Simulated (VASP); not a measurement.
Here is a VASP 6.6.1 calculation.

The input INCAR:

```
SYSTEM = Cd
ALGO = Normal ; EDIFF = 1E-6
ENCUT = 520 ; ISIF = 2
ISMEAR = -1 ; LASPH = .TRUE.
LCHARG = .FALSE. ; LREAL = .FALSE.
LWAVE = .FALSE. ; NBANDS = 12
NELM = 80 ; PREC = Accurate
SIGMA = 0.1
```

KPOINTS

```
k-points
0
G
  15 15 15
  0 0 0
```

Contents of POSCAR:

```
Cd
1.0
   -1.6219514573      1.6219514573      1.6219514573
    1.6219514573     -1.6219514573      1.6219514573
    1.6219514573      1.6219514573     -1.6219514573
Cd
1
Direct
    0.0000000000      0.0000000000      0.0000000000
```

Potentials or basis: VASP PAW LDA potentials, release 64 (Cd).

Command:

```sh
$ cat potpaw_LDA.64/Cd/POTCAR > POTCAR
$ mpirun -np 1 vasp_std > vasp.out
```

Q: Predict the band gap on the k mesh.

A: Zero (band 6 reaches 7.93 eV, above the bottom of band 7 at 4.48 eV).

Q: Predict the pressure.

A: 19.6 GPa.
